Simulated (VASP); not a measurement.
# Yb (Im-3m) in VASP: further runs

Yb is run at these levels: PBE; tasks: single point.

Everything below comes from runs of VASP 6.6.1. Logs are shortened: lines on timing, memory, paths and dates and some standing lists are left out, and cuts for length are marked.

### Step 1. The cell of the first run

Symmetry: Im-3m, No. 229, cubic system. The conventional cell has a = 3.096 Å, b = 3.096 Å, c = 3.096 Å, α = 90.00°, β = 90.00°, γ = 90.00°. Within 3.5 Å of Yb (site symmetry m-3m) lie 14 Yb at 2.68 to 3.10 Å.

### Step 2. Single point, PBE

File INCAR:

```
PREC     = Accurate       # precision mode
ENCUT    = 520            # plane-wave cutoff, eV
EDIFF    = 1E-6           # SCF threshold, eV
ISMEAR   = -1             # smearing method
SIGMA    = 0.08           # smearing width, eV
LREAL    = False          # projectors in reciprocal space
LASPH    = True           # aspherical terms in the spheres
NELM     = 80             # most SCF steps
ALGO     = Normal         # electronic algorithm
ISIF     = 2              # what is computed and relaxed
LWAVE    = False          # write WAVECAR
LCHARG   = False          # write CHGCAR
GGA      = PE             # functional
NBANDS   = 18             # bands
```

File KPOINTS:

```
Automatic mesh
0
Gamma
  17 17 17
```

File POSCAR:

```
Yb
1.0
   -1.5479024080      1.5479024080      1.5479024080
    1.5479024080     -1.5479024080      1.5479024080
    1.5479024080      1.5479024080     -1.5479024080
Yb
1
Direct
    0.0000000000      0.0000000000      0.0000000000
```

Potentials or basis: VASP PAW PBE potentials, release 64 (Yb).

Command:

```bash
> cat potpaw_PBE.64/Yb/POTCAR > POTCAR
> mpirun -np 1 vasp_std > vasp.out
```

OUTCAR:

```text
PREC = Accurate
   ENCUT = 520
   EDIFF = 1E-6
   ISMEAR = -1
   LREAL = False
   LASPH = True
   NELM = 80
   ISIF = 2
   GGA = PE

 ion  position               nearest neighbor table
   1  0.000  0.000  0.000-

  LATTYP: Found a body centered cubic cell.
 ALAT       =     3.0958048160

  Lattice vectors:

 A1 = (  -1.5479024080,   1.5479024080,   1.5479024080)
 A2 = (   1.5479024080,  -1.5479024080,   1.5479024080)
 A3 = (   1.5479024080,   1.5479024080,  -1.5479024080)

Analysis of symmetry for initial positions (statically):
=====================================================================
 Subroutine PRICEL returns:
 Original cell was already a primitive cell.

 Routine SETGRP: Setting up the symmetry group for a
 body centered cubic supercell.

 Subroutine GETGRP returns: Found 48 space group operations
 (whereof 48 operations were pure point group operations)
 out of a pool of 48 trial point group operations.

The static configuration has the point symmetry O_h .

Analysis of symmetry for dynamics (positions and initial velocities):
=====================================================================
 Subroutine PRICEL returns:
 Original cell was already a primitive cell.

 Routine SETGRP: Setting up the symmetry group for a
 body centered cubic supercell.

 Subroutine GETGRP returns: Found 48 space group operations
 (whereof 48 operations were pure point group operations)
 out of a pool of 48 trial point group operations.

The dynamic configuration has the point symmetry O_h .

 Subroutine INISYM returns: Found 48 space group operations
 (whereof 48 operations are pure point group operations),
 and found     1 'primitive' translations

----------------------------------------------------------------------------------------

                                     Primitive cell

  volume of cell :      14.8351

  direct lattice vectors                    reciprocal lattice vectors
    -1.547902408  1.547902408  1.547902408     0.000000000  0.323017780  0.323017780
     1.547902408 -1.547902408  1.547902408     0.323017780  0.000000000  0.323017780
     1.547902408  1.547902408 -1.547902408     0.323017780  0.323017780  0.000000000

  length of vectors
     2.681045616  2.681045616  2.681045616     0.456816126  0.456816126  0.456816126

  position of ions in fractional coordinates (direct lattice)
     0.000000000  0.000000000  0.000000000

  ion indices of the primitive-cell ions
   primitive index   ion index
                 1           1

----------------------------------------------------------------------------------------

 KPOINTS: Automatic mesh

Automatic generation of k-mesh.
 Grid dimensions read from file:
 generate k-points for:   17   17   17

 Generating k-lattice:

  Cartesian coordinates                     Fractional coordinates (reciprocal lattice)
     0.000000000  0.019001046  0.019001046     0.058823529  0.000000000  0.000000000
     0.019001046  0.000000000  0.019001046     0.000000000  0.058823529  0.000000000
     0.019001046  0.019001046  0.000000000     0.000000000  0.000000000  0.058823529

  Length of vectors
     0.026871537  0.026871537  0.026871537

  Shift w.r.t. Gamma in fractional coordinates (k-lattice)
     0.000000000  0.000000000  0.000000000

 Subroutine IBZKPT returns following result:
 ===========================================

 Found    165 irreducible k-points:

 Following reciprocal coordinates:
            Coordinates               Weight
  0.000000  0.000000  0.000000      1.000000
  0.058824  0.000000  0.000000     12.000000
  0.117647  0.000000  0.000000     12.000000
  0.176471  0.000000  0.000000     12.000000
  0.235294  0.000000  0.000000     12.000000
  0.294118  0.000000  0.000000     12.000000
[... 16 lines left out ...]
  0.411765  0.117647 -0.000000     48.000000
  0.176471  0.176471  0.000000     24.000000
 [... further k-points ...]
   k-points           NKPTS =    165   k-points in BZ     NKDIM =    165   number of bands    NBANDS=     18
   number of dos      NEDOS =    301   number of ions     NIONS =      1
   total plane-waves  NPLWV =   8000
   dimension x,y,z NGX =    20 NGY =   20 NGZ =   20
   dimension x,y,z NGXF=    40 NGYF=   40 NGZF=   40
   ions per type =               1
   NGX,Y,Z   is equivalent  to a cutoff of  12.40, 12.40, 12.40 a.u.
   NGXF,Y,Z  is equivalent  to a cutoff of  24.80, 24.80, 24.80 a.u.
 SYSTEM =  unknown system
   PREC   = accura    normal or accurate (medium, high low for compatibility)
   ISTART =      0    job   : 0-new  1-cont  2-samecut
   ICHARG =      2    charge: 1-file 2-atom 10-const
   ISPIN  =      1    spin polarized calculation?
   LNONCOLLINEAR =      F non collinear calculations
   LSORBIT =      F    spin-orbit coupling
   LASPH  =      T    aspherical Exc in radial PAW
   ENCUT  =  520.0 eV  38.22 Ry    6.18 a.u.   4.98  4.98  4.98*2*pi/ulx,y,z
   NELM   =     80;   NELMIN=  2; NELMDL= -5     # of ELM steps
   EDIFF  = 0.1E-05   stopping-criterion for ELM
   LREAL  =      F    real-space projection
   EDIFFG = 0.1E-04   stopping-criterion for IOM
   NSW    =      0    number of steps for IOM
   IBRION =     -1    ionic relax: 0-MD 1-quasi-New 2-CG
   NFREE  =      0    steps in history (QN), initial steepest desc. (CG)
   ISIF   =      2    stress and relaxation
   ISYM   =      2    0-nonsym 1-usesym 2-fastsym
   POTIM  = 0.5000    time-step for ionic-motion
   TEBEG  =    0.0;   TEEND  =   0.0 temperature during run
   PSTRESS=    0.0 pullay stress
   NELECT =      24.0000    total number of electrons
   NUPDOWN=      -1.0000    fix difference up-down
   EMIN   =  10.00;   EMAX   =-10.00  energy-range for DOS
   EFERMI =   0.00;   METHOD = LEGACY
   ISMEAR =    -1;   SIGMA  =   0.08  broadening in eV -4-tet -1-fermi 0-gaus
   EFERMI_NEDOS =   21; number of points for ismear=-14 and -15
   IALGO  =     38    algorithm
   IMIX   =      4    mixing-type and parameters
     AMIX     =   0.40;   BMIX     =  1.00
     AMIX_MAG =   1.60;   BMIX_MAG =  1.00
  volume/ion in A,a.u.               =      14.84       100.11
  Fermi-wavevector in a.u.,A,eV,Ry     =   1.921830  3.631732 50.252182  3.693431
  Thomas-Fermi vector in A             =   2.956047
   LORBIT       =      0    0 simple, 1 ext, 2 COOP (PROOUT), +10 PAW based schemes
   GGA     = PE    functional components
   LHFCALC =     F    Hartree Fock is set to
   AEXX    =    0.0000 exact exchange contribution
   IVDW    =     0    specifies the selected vdW correction
   LEPSILON=     F    determine dielectric tensor
   LRPA    =     F    only Hartree local field effects (RPA)
 non-spin polarized calculation
  energy-cutoff  :      520.00
  volume of cell :       14.84
 maximum number of plane-waves:       412
   NGX =  9   NGY =  9   NGZ =  9

 number of electron      23.9999988 magnetization

 Free energy of the ion-electron system (eV)
  ---------------------------------------------------
  ext. energy  EPLUGINS =         0.00000000
  ---------------------------------------------------
  free energy    TOTEN  =        -0.96308206 eV

  energy without entropy =       -0.94210177  energy(sigma->0) =       -0.95259191

 E-fermi :   5.2837     XC(G=0): -14.3090

 val. band max:        5.2766288835   @ k =  -0.2941  -0.4706   0.0588
 cond. band min:       5.2933786684   @ k =  -0.3529  -0.4706   0.1176
 fundamental gap:      0.0167497850
 Fermi energy:         5.2836929825

 k-point     1 :       0.0000    0.0000    0.0000
  band No.  band energies     occupation
      1     -46.8129      2.00000
      2     -16.8973      2.00000
      3     -16.8973      2.00000
      4     -16.8973      2.00000
      5      -0.5807      2.00000
      6       3.8531      2.00000
[... 10 lines left out ...]
     17      13.1194      0.00000
     18      21.7905      0.00000

 k-point     2 :       0.0588    0.0000    0.0000
  band No.  band energies     occupation
      1     -46.7916      2.00000
      2     -17.0768      2.00000
      3     -16.9430      2.00000
      4     -16.9007      2.00000
      5      -0.3148      2.00000
      6       3.8442      2.00000
[... 10 lines left out ...]
     17      13.1181      0.00000
     18      22.0343      0.00000

 k-point     3 :       0.1176    0.0000    0.0000
  band No.  band energies     occupation
      1     -46.7300      2.00000
      2     -17.5666      2.00000
      3     -17.0724      2.00000
      4     -16.9108      2.00000
      5       0.4046      2.00000
      6       3.8229      2.00000
[... 10 lines left out ...]
     17      13.1356      0.00000
     18      22.7032      0.00000

 k-point     4 :       0.1765    0.0000    0.0000
  band No.  band energies     occupation
      1     -46.6354      2.00000
      2     -18.2517      2.00000
      3     -17.2630      2.00000
      4     -16.9262      2.00000
      5       1.3471      2.00000
      6       3.8206      2.00000
[... 10 lines left out ...]
     17      13.2202      0.00000
     18      23.5683      0.00000

 k-point     5 :       0.2353    0.0000    0.0000
  band No.  band energies     occupation
      1     -46.5193      2.00000
      2     -19.0068      2.00000
      3     -17.4850      2.00000
      4     -16.9453      2.00000
      5       2.0996      2.00000
      6       3.8975      2.00000
[... 10 lines left out ...]
     17      13.4191      0.00000
     18      23.9909      0.00000

 k-point     6 :       0.2941    0.0000    0.0000
  band No.  band energies     occupation
      1     -46.3967      2.00000
      2     -19.7266      2.00000
      3     -17.7065      2.00000
      4     -16.9656      2.00000
      5       2.3054      2.00000
      6       3.9066      2.00000
[... 307 lines left out ...]
 k-point    21 :       0.2941    0.1176    0.0000
  band No.  band energies     occupation
      1     -46.2537      2.00000
      2     -20.2826      2.00000
      3     -18.0736      2.00000
      4     -17.1788      2.00000
      5       2.7710      2.00000
      6       3.8803      2.00000
[... 10 lines left out ...]
     17      17.5531      0.00000
     18      22.4077      0.00000

 k-point    22 :       0.3529    0.1176   -0.0000
  band No.  band energies     occupation
      1     -46.1732      2.00000
      2     -20.6473      2.00000
      3     -18.2574      2.00000
      4     -17.1993      2.00000
      5       2.5944      2.00000
      6       3.8993      2.00000
[... 10 lines left out ...]
     17      19.3717      0.00000
     18      21.6677      0.00000

 k-point    23 :       0.4118    0.1176   -0.0000
  band No.  band energies     occupation
      1     -46.1296      2.00000
      2     -20.8383      2.00000
      3     -18.3546      2.00000
      4     -17.2101      2.00000
      5       2.4803      2.00000
      6       3.9073      2.00000
[... 10 lines left out ...]
     17      20.7206      0.00000
     18      21.2098      0.00000

 k-point    24 :       0.1765    0.1765    0.0000
  band No.  band energies     occupation
      1     -46.3694      2.00000
      2     -19.6625      2.00000
      3     -17.8271      2.00000
      4     -17.2104      2.00000
      5       3.1768      2.00000
      6       3.7668      2.00000
[... 10 lines left out ...]
     17      15.5340      0.00000
     18      24.2225      0.00000

 [... further k-points ...]
[... 5 lines left out ...]
  --------------------------------------------------------------------------------------
  -------------------------------------------------------------------------------------
  Total        7.9846007      7.9846007      7.9846007      0.0000000      0.0000000     -0.0000000
  in kB      862.3291453    862.3291453    862.3291453      0.0000000      0.0000000     -0.0000000
  external PRESSURE =     862.3291453 kB  Pullay stress =       0.0000000 kB

 VOLUME and BASIS-vectors are now :
 -----------------------------------------------------------------------------
  energy-cutoff  :      520.00
  volume of cell :       14.84
      direct lattice vectors                 reciprocal lattice vectors
    -1.547902408  1.547902408  1.547902408     0.000000000  0.323017780  0.323017780
     1.547902408 -1.547902408  1.547902408     0.323017780  0.000000000  0.323017780
     1.547902408  1.547902408 -1.547902408     0.323017780  0.323017780  0.000000000

 POSITION                                       TOTAL-FORCE (eV/Angst)
 -----------------------------------------------------------------------------------
      0.00000      0.00000      0.00000         0.000000      0.000000     -0.000000
 -----------------------------------------------------------------------------------
    total drift:                                0.000000     -0.000000      0.000000

  FREE ENERGIE OF THE ION-ELECTRON SYSTEM (eV)
  ---------------------------------------------------
  free  energy   TOTEN  =        -0.9630820625 eV

  energy  without entropy=       -0.9421017671  energy(sigma->0) =       -0.95259191
```

Run time: 50 s. Hardware: 1 thread of Intel Xeon 6975P-C (Granite Rapids), shared host; peak memory 0.17 GiB.

What came out:

- Free energy: -0.9631 eV
- Pressure: 86.2 GPa
- Band gap on the k mesh: zero (band 12 reaches 6.91 eV, above the bottom of band 13 at 4.62 eV)

Levels at points of the mesh, in eV from the Fermi level:
```tsv
k point	band 9	band 10	band 11	band 12	band 13	band 14	band 15	band 16
(0.00, 0.00, 0.00)	-0.73	-0.73	-0.73	-0.57	3.68	3.68	3.68	7.84
```

Caveat: spin-orbit coupling is left out, which moves the levels of the heavy elements.

### Step 3. Single point, PBE

File INCAR:

```
  ALGO = Normal
  EDIFF = 1E-7
  ENCUT = 520
  GGA = PE
  ISIF = 2
  ISMEAR = -1
  LASPH = True
  LCHARG = False
  LREAL = False
  LWAVE = False
  NBANDS = 18
  NELM = 60
  PREC = Accurate
  SIGMA = 0.08
```

File KPOINTS:

```
k-points
0
Gamma
  17 17 17
```

File POSCAR:

```
Yb
1.0
   -1.5480078106      1.5480078106      1.5480078106
    1.5480078106     -1.5480078106      1.5480078106
    1.5480078106      1.5480078106     -1.5480078106
Yb
1
Direct
    0.0000000000      0.0000000000      0.0000000000
```

Potentials or basis: VASP PAW PBE potentials, release 64 (Yb).

Command:

```bash
> cat potpaw_PBE.64/Yb/POTCAR > POTCAR
> mpirun -np 1 vasp_std > vasp.out
```

Wall time 49 s (1 thread of Intel Xeon 6975P-C (Granite Rapids), shared host); peak memory 0.17 GiB.

The run converged. Its results:

```yaml
Free_energy: -0.9647 eV
Pressure: 85.3 GPa
Band_gap_on_the_k_mesh: zero (band 12 reaches 6.91 eV, above the bottom of band 13 at 4.62 eV)
```

Levels at points of the mesh, in eV from the Fermi level:
| k point | band 9 | band 10 | band 11 | band 12 | band 13 | band 14 | band 15 | band 16 |
| --- | --- | --- | --- | --- | --- | --- | --- | --- |
| (0.00, 0.00, 0.00) | -0.73 | -0.73 | -0.73 | -0.57 | 3.68 | 3.68 | 3.68 | 7.84 |

Caveat: spin-orbit coupling is left out, which moves the levels of the heavy elements.
